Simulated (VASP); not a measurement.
# Sc (Im-3m) in VASP: further runs, part 2 of 2

VASP 6.6.1.

## Step 3: Single point, PBEsol

This run uses another cell than the first one, of 15.34 Å³/atom.

File INCAR:

```
PREC = Accurate ; ENCUT = 500
EDIFF = 1E-6 ; ISMEAR = -1
SIGMA = 0.05 ; LREAL = F
LASPH = T ; NELM = 120
ALGO = Normal ; ISIF = 2
LWAVE = F ; LCHARG = F
GGA = PS ; NBANDS = 12
GGA_COMPAT = F
```

File KPOINTS:

```
regular mesh
0
Gamma
  7 7 7
```

File POSCAR:

```
Sc
1.0
   -1.5651702497      1.5651702497      1.5651702497
    1.5651702497     -1.5651702497      1.5651702497
    1.5651702497      1.5651702497     -1.5651702497
Sc
1
Direct
    0.0000000000      0.0000000000      0.0000000000
```

Potentials or basis: VASP PAW PBE potentials, release 64 (Sc_sv).

Command:

```
cat potpaw_PBE.64/Sc_sv/POTCAR > POTCAR
mpirun -np 1 vasp_std > vasp.out
```

OUTCAR:

```text
PREC = Accurate
   ENCUT = 500
   EDIFF = 1E-6
   ISMEAR = -1
   LREAL = F
   LASPH = T
   NELM = 120
   ISIF = 2
   GGA = PS

 ion  position               nearest neighbor table
   1  0.000  0.000  0.000-

  LATTYP: Found a body centered cubic cell.
 ALAT       =     3.1303404994

  Lattice vectors:

 A1 = (  -1.5651702497,   1.5651702497,   1.5651702497)
 A2 = (   1.5651702497,  -1.5651702497,   1.5651702497)
 A3 = (   1.5651702497,   1.5651702497,  -1.5651702497)

Analysis of symmetry for initial positions (statically):
=====================================================================
 Subroutine PRICEL returns:
 Original cell was already a primitive cell.

 Routine SETGRP: Setting up the symmetry group for a
 body centered cubic supercell.

 Subroutine GETGRP returns: Found 48 space group operations
 (whereof 48 operations were pure point group operations)
 out of a pool of 48 trial point group operations.

The static configuration has the point symmetry O_h .

Analysis of symmetry for dynamics (positions and initial velocities):
=====================================================================
 Subroutine PRICEL returns:
 Original cell was already a primitive cell.

 Routine SETGRP: Setting up the symmetry group for a
 body centered cubic supercell.

 Subroutine GETGRP returns: Found 48 space group operations
 (whereof 48 operations were pure point group operations)
 out of a pool of 48 trial point group operations.

The dynamic configuration has the point symmetry O_h .

 Subroutine INISYM returns: Found 48 space group operations
 (whereof 48 operations are pure point group operations),
 and found     1 'primitive' translations

----------------------------------------------------------------------------------------

                                     Primitive cell

  volume of cell :      15.3372

  direct lattice vectors                    reciprocal lattice vectors
    -1.565170250  1.565170250  1.565170250     0.000000000  0.319454066  0.319454066
     1.565170250 -1.565170250  1.565170250     0.319454066  0.000000000  0.319454066
     1.565170250  1.565170250 -1.565170250     0.319454066  0.319454066  0.000000000

  length of vectors
     2.710954395  2.710954395  2.710954395     0.451776272  0.451776272  0.451776272

  position of ions in fractional coordinates (direct lattice)
     0.000000000  0.000000000  0.000000000

  ion indices of the primitive-cell ions
   primitive index   ion index
                 1           1

----------------------------------------------------------------------------------------

 KPOINTS: regular mesh

Automatic generation of k-mesh.
 Grid dimensions read from file:
 generate k-points for:    7    7    7

 Generating k-lattice:

  Cartesian coordinates                     Fractional coordinates (reciprocal lattice)
     0.000000000  0.045636295  0.045636295     0.142857143  0.000000000  0.000000000
     0.045636295  0.000000000  0.045636295     0.000000000  0.142857143  0.000000000
     0.045636295  0.045636295  0.000000000     0.000000000  0.000000000  0.142857143

  Length of vectors
     0.064539467  0.064539467  0.064539467

  Shift w.r.t. Gamma in fractional coordinates (k-lattice)
     0.000000000  0.000000000  0.000000000

 Subroutine IBZKPT returns following result:
 ===========================================

 Found     20 irreducible k-points:

 Following reciprocal coordinates:
            Coordinates               Weight
  0.000000  0.000000  0.000000      1.000000
  0.142857  0.000000  0.000000     12.000000
  0.285714  0.000000  0.000000     12.000000
  0.428571  0.000000  0.000000     12.000000
  0.142857  0.142857  0.000000     24.000000
  0.285714  0.142857  0.000000     48.000000
[... 12 lines left out ...]
 -0.428571 -0.428571  0.285714      8.000000
 -0.428571  0.428571  0.428571      6.000000
   k-points           NKPTS =     20   k-points in BZ     NKDIM =     20   number of bands    NBANDS=     12
   number of dos      NEDOS =    301   number of ions     NIONS =      1
   total plane-waves  NPLWV =   8000
   dimension x,y,z NGX =    20 NGY =   20 NGZ =   20
   dimension x,y,z NGXF=    40 NGYF=   40 NGZF=   40
   ions per type =               1
   NGX,Y,Z   is equivalent  to a cutoff of  12.26, 12.26, 12.26 a.u.
   NGXF,Y,Z  is equivalent  to a cutoff of  24.53, 24.53, 24.53 a.u.
 SYSTEM =  unknown system
   PREC   = accura    normal or accurate (medium, high low for compatibility)
   ISTART =      0    job   : 0-new  1-cont  2-samecut
   ICHARG =      2    charge: 1-file 2-atom 10-const
   ISPIN  =      1    spin polarized calculation?
   LNONCOLLINEAR =      F non collinear calculations
   LSORBIT =      F    spin-orbit coupling
   LASPH  =      T    aspherical Exc in radial PAW
   ENCUT  =  500.0 eV  36.75 Ry    6.06 a.u.   4.94  4.94  4.94*2*pi/ulx,y,z
   NELM   =    120;   NELMIN=  2; NELMDL= -5     # of ELM steps
   EDIFF  = 0.1E-05   stopping-criterion for ELM
   LREAL  =      F    real-space projection
   EDIFFG = 0.1E-04   stopping-criterion for IOM
   NSW    =      0    number of steps for IOM
   IBRION =     -1    ionic relax: 0-MD 1-quasi-New 2-CG
   NFREE  =      0    steps in history (QN), initial steepest desc. (CG)
   ISIF   =      2    stress and relaxation
   ISYM   =      2    0-nonsym 1-usesym 2-fastsym
   POTIM  = 0.5000    time-step for ionic-motion
   TEBEG  =    0.0;   TEEND  =   0.0 temperature during run
   PSTRESS=    0.0 pullay stress
   NELECT =      11.0000    total number of electrons
   NUPDOWN=      -1.0000    fix difference up-down
   EMIN   =  10.00;   EMAX   =-10.00  energy-range for DOS
   EFERMI =   0.00;   METHOD = LEGACY
   ISMEAR =    -1;   SIGMA  =   0.05  broadening in eV -4-tet -1-fermi 0-gaus
   EFERMI_NEDOS =   21; number of points for ismear=-14 and -15
   IALGO  =     38    algorithm
   IMIX   =      4    mixing-type and parameters
     AMIX     =   0.40;   BMIX     =  1.00
     AMIX_MAG =   1.60;   BMIX_MAG =  1.00
  volume/ion in A,a.u.               =      15.34       103.50
  Fermi-wavevector in a.u.,A,eV,Ry     =   1.465404  2.769213 29.217286  2.147410
  Thomas-Fermi vector in A             =   2.581265
   LORBIT       =      0    0 simple, 1 ext, 2 COOP (PROOUT), +10 PAW based schemes
   GGA     = PS    functional components
   LHFCALC =     F    Hartree Fock is set to
   AEXX    =    0.0000 exact exchange contribution
   IVDW    =     0    specifies the selected vdW correction
   LEPSILON=     F    determine dielectric tensor
   LRPA    =     F    only Hartree local field effects (RPA)
 non-spin polarized calculation
  energy-cutoff  :      500.00
  volume of cell :       15.34
 maximum number of plane-waves:       400
   NGX =  9   NGY =  9   NGZ =  9

 number of electron      10.9999996 magnetization

 Free energy of the ion-electron system (eV)
  ---------------------------------------------------
  ext. energy  EPLUGINS =         0.00000000
  ---------------------------------------------------
  free energy    TOTEN  =        -5.58743271 eV

  energy without entropy =       -5.57360093  energy(sigma->0) =       -5.58051682

 E-fermi :   6.9834     XC(G=0): -12.1237

 val. band max:        6.9692638314   @ k =   0.4286   0.0000   0.0000
 cond. band min:       7.0423366598   @ k =   0.1429   0.1429   0.1429
 fundamental gap:      0.0730728285
 Fermi energy:         6.9834346208

 k-point     1 :       0.0000    0.0000    0.0000
  band No.  band energies     occupation
      1     -41.4193      2.00000
      2     -19.1993      2.00000
      3     -19.1993      2.00000
      4     -19.1993      2.00000
      5       1.3226      2.00000
      6       8.9900      0.00000
      7       8.9900      0.00000
      8       8.9900      0.00000
      9      11.4549      0.00000
     10      11.4549      0.00000
     11      24.5386      0.00000
     12      24.5386      0.00000
[... 271 lines left out ...]
 k-point    20 :      -0.4286    0.4286    0.4286
  band No.  band energies     occupation
      1     -40.7433      2.00000
      2     -20.3491      2.00000
      3     -20.2729      2.00000
      4     -20.2729      2.00000
      5       4.5195      2.00000
      6       4.5957      2.00000
      7      12.4263      0.00000
      8      12.4263      0.00000
      9      13.1642      0.00000
     10      16.2179      0.00000
     11      18.6429      0.00000
     12      18.6429      0.00000

------------------------ aborting loop because EDIFF is reached ----------------------------------------

  FORCE on cell =-STRESS in cart. coord.  units (eV):
  Direction    XX          YY          ZZ          XY          YZ          ZX
  --------------------------------------------------------------------------------------
  -------------------------------------------------------------------------------------
  Total        4.3397571      4.3397571      4.3397571      0.0000000     -0.0000000     -0.0000000
  in kB      453.3475358    453.3475358    453.3475358      0.0000000     -0.0000000     -0.0000000
  external PRESSURE =     453.3475358 kB  Pullay stress =       0.0000000 kB

 VOLUME and BASIS-vectors are now :
 -----------------------------------------------------------------------------
  energy-cutoff  :      500.00
  volume of cell :       15.34
      direct lattice vectors                 reciprocal lattice vectors
    -1.565170250  1.565170250  1.565170250     0.000000000  0.319454066  0.319454066
     1.565170250 -1.565170250  1.565170250     0.319454066  0.000000000  0.319454066
     1.565170250  1.565170250 -1.565170250     0.319454066  0.319454066  0.000000000

 POSITION                                       TOTAL-FORCE (eV/Angst)
 -----------------------------------------------------------------------------------
      0.00000      0.00000      0.00000        -0.000000     -0.000000      0.000000
 -----------------------------------------------------------------------------------
    total drift:                                0.000000      0.000000      0.000000

  FREE ENERGIE OF THE ION-ELECTRON SYSTEM (eV)
  ---------------------------------------------------
  free  energy   TOTEN  =        -5.5874327137 eV

  energy  without entropy=       -5.5736009281  energy(sigma->0) =       -5.58051682
```

OSZICAR:

```text
N       E                     dE             d eps       ncg     rms          rms(c)
DAV:   1     0.683703727245E+02    0.68370E+02   -0.50460E+03   480   0.958E+02
DAV:   2    -0.487699261148E+01   -0.73247E+02   -0.70911E+02   480   0.278E+02
DAV:   3    -0.598263665589E+01   -0.11056E+01   -0.10903E+01   604   0.485E+01
DAV:   4    -0.599508614558E+01   -0.12449E-01   -0.12440E-01   636   0.389E+00
DAV:   5    -0.599514862194E+01   -0.62476E-04   -0.62476E-04   608   0.227E-01    0.108E+01
DAV:   6    -0.565184831535E+01    0.34330E+00   -0.44998E-01   628   0.109E+01    0.431E+00
DAV:   7    -0.559130241764E+01    0.60546E-01   -0.12068E-01   688   0.553E+00    0.602E-01
DAV:   8    -0.558745085042E+01    0.38516E-02   -0.48948E-03   516   0.930E-01    0.475E-02
DAV:   9    -0.558743035544E+01    0.20495E-04   -0.10593E-04   648   0.167E-01    0.123E-02
DAV:  10    -0.558743228141E+01   -0.19260E-05   -0.31963E-06   516   0.204E-02    0.180E-03
DAV:  11    -0.558743271375E+01   -0.43234E-06   -0.53806E-08   284   0.251E-03
   1 F= -.55874327E+01 E0= -.55805168E+01  d E =-.138318E-01
```

stdout:

```text
POSCAR found type information on POSCAR Sc
 POSCAR found :  1 types and       1 ions
 scaLAPACK will be used
 -----------------------------------------------------------------------------
|                                                                             |
|                                                                             |
|     You enforced a specific xc type in the INCAR file but a different       |
|     I HOPE YOU KNOW WHAT YOU ARE DOING!                                     |
|                                                                             |
 -----------------------------------------------------------------------------

 LDA part: xc-table for (Slater+PW92), standard interpolation
 POSCAR, INCAR and KPOINTS ok, starting setup
 FFT: planning ... GRIDC
 FFT: planning ... GRID_SOFT
 FFT: planning ... GRID
 WAVECAR not read
 entering main loop
```

Wall time 2.1 s (1 thread of Intel Xeon 6975P-C (Granite Rapids), shared host); peak memory 0.12 GiB.

What came out:

```
Free energy            : -5.5874 eV
Pressure               : 45.3 GPa
Band gap on the k mesh : zero (an odd number of electrons rules out a gap without spin polarisation)
```

Caveat: the k points lie up to 0.41 Å⁻¹ apart, too coarse for converged energies and pressures of a metal; the PAW data sets were made with another functional, which shifts forces and pressure a little.

## Step 4: Single point, PBEsol

This run uses another cell than the first one, of 19.47 Å³/atom.

File INCAR:

```
SYSTEM = Sc
PREC = Accurate
ENCUT = 500
EDIFF = 1E-6
ISMEAR = -1
SIGMA = 0.05
LREAL = .False.
LASPH = .True.
NELM = 120
ALGO = Normal
ISIF = 2
LWAVE = .False.
LCHARG = .False.
GGA = PS
NBANDS = 12
GGA_COMPAT = .False.
```

File KPOINTS:

```
regular mesh
0
Gamma
  7 7 7
  0 0 0
```

File POSCAR:

```
Sc
1.0
   -1.6948395797      1.6948395797      1.6948395797
    1.6948395797     -1.6948395797      1.6948395797
    1.6948395797      1.6948395797     -1.6948395797
Sc
1
Direct
    0.0000000000      0.0000000000      0.0000000000
```

Command:

```
cat potpaw_PBE.64/Sc_sv/POTCAR > POTCAR
mpirun -np 1 vasp_std > vasp.out
```

It took 2.5 s on 1 thread of Intel Xeon 6975P-C (Granite Rapids), shared host; peak memory 0.13 GiB.

The run converged. Its results:

```
Free energy            : -6.3202 eV
Pressure               : 15.1 GPa
Band gap on the k mesh : zero (an odd number of electrons rules out a gap without spin polarisation)
```

Levels at points of the mesh, in eV from the Fermi level:
```
           k point  band 2  band 3  band 4  band 5  band 6  band 7  band 8  band 9
(0.00, 0.00, 0.00)  -27.13  -27.13  -27.13   -5.69    1.68    1.68    1.68    3.58
```

Caveat: the k points lie up to 0.37 Å⁻¹ apart, too coarse for converged energies and pressures of a metal; the PAW data sets were made with another functional, which shifts forces and pressure a little.

## Step 5: The runs side by side

| cell | gap on the mesh (eV) | pressure (GPa) |
| --- | --- | --- |
| a = 2.808 Å, angles 109.5°, 1 atom | none | 30.2 |
| a = 2.711 Å, angles 109.5°, 1 atom | none | 45.3 |
| a = 2.936 Å, angles 109.5°, 1 atom | none | 15.1 |

Alike in all rows: task single point; level PBEsol; potentials or basis VASP PAW PBE potentials, release 64 (Sc_sv); no spin polarisation; k mesh 7 × 7 × 7; cutoff (eV) 500; smearing fermi-dirac 0.05 eV.

Caveats: all runs use coarse meshes; the PAW data sets were made with another functional, which shifts forces and pressure a little.

Absolute energies hang on the potentials; compare differences alone.
